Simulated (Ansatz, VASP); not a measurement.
**Two plane-wave programs on Si2C**

```
CELL_PARAMETERS angstrom
0.00000 2.77546 2.77546
2.77546 0.00000 2.77546
2.77546 2.77546 0.00000
ATOMIC_POSITIONS crystal
Si 0.25000 0.25000 0.25000
Si 0.75000 0.75000 0.75000
C 0.50000 0.50000 0.50000
```

Alike in both runs: task single point; functional PBE; k mesh 6 × 6 × 6; occupations gaussian, width 0.1 eV; collinear spin.

```csv
,VASP,Ansatz
version,VASP 6.6.1,Ansatz 0.2.0
potentials or method,"VASP PAW PBE potentials, release 64 (Si, C), cutoff 520 eV","scalar-relativistic, plane waves, PAW"
valence electrons in the cell,12,12
```

```tsv
	VASP	Ansatz	Ansatz less VASP
gap on the k mesh at the Fermi level (eV)	none	none	-
pressure (GPa)	-7.2	-7.2	-0.02
net moment per atom (μB)	0.00	0.00	0.000
```

A gap of «none» marks a metal or a gap that the smearing closes. Ansatz's warnings: seeded moment not kept.
